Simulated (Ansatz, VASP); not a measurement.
HfGe3 in VASP and in Ansatz

```xyz
4
Lattice="5.1985 0.0000 0.0000 0.0000 5.1985 0.0000 0.0000 0.0000 5.1985" Properties=species:S:1:pos:R:3 pbc="T T T"
Hf    0.0000    0.0000    0.0000
Ge    2.5993    0.0000    0.0000
Ge    0.0000    2.5993    0.0000
Ge    0.0000    0.0000    2.5993
```

Alike in both runs: functional PBE; k mesh 10 × 10 × 10; occupations gaussian, width 0.1 eV; no spin polarisation.

Ansatz relaxed the structure, and its values are those at the end. VASP's run is a single point on that final structure, the one shown.

|  | VASP | Ansatz |
| --- | --- | --- |
| version | VASP 6.6.1 | Ansatz 0.2.0 |
| potentials or method | VASP PAW PBE potentials, release 64 (Hf_pv, Ge_d), cutoff 520 eV | scalar-relativistic, plane waves, PAW |
| valence electrons in the cell | 52 | 68 |

```tsv
	VASP	Ansatz	Ansatz less VASP
gap on the k mesh at the Fermi level (eV)	none	none	-
pressure (GPa)	0.0	0.0	-0.06
```

A gap of «none» marks a metal or a gap that the smearing closes. The functional is the same, so the differences come from potentials, cutoffs and numerics. VASP's potentials hold 52 valence electrons a cell and Ansatz's 68, so a difference there can come from the potentials and not from the codes.

Spin-orbit coupling is off throughout.
